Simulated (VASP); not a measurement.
Input of a VASP 6.6.1 run:

Contents of INCAR:

```
SYSTEM = ScPd
ALGO = Normal
EDIFF = 1E-6
ENCUT = 520
GGA = PS
ISIF = 2
ISMEAR = -1
LASPH = .True.
LCHARG = .False.
LREAL = .False.
LWAVE = .False.
NBANDS = 18
NELM = 100
PREC = Accurate
SIGMA = 0.1
```

KPOINTS

```
k-points
0
Gamma
  14 14 14
  0 0 0
```

POSCAR

```
ScPd
1.0
    3.2666946391      0.0000000000      0.0000000000
    0.0000000000      3.2666946391      0.0000000000
    0.0000000000      0.0000000000      3.2666946391
Sc Pd
1 1
Direct
    0.5000000000      0.5000000000      0.5000000000
    0.0000000000      0.0000000000      0.0000000000
```

Potentials or basis: VASP PAW PBE potentials, release 64 (Sc_sv, Pd).

Launch:

```bash
$ cat potpaw_PBE.64/Sc_sv/POTCAR potpaw_PBE.64/Pd/POTCAR > POTCAR
$ mpirun -np 1 vasp_std > vasp.out
```

Question: Estimate the pressure.

Answer: 0.1 GPa.

Caveat: the PAW data sets were made with another functional, which shifts forces and pressure a little.
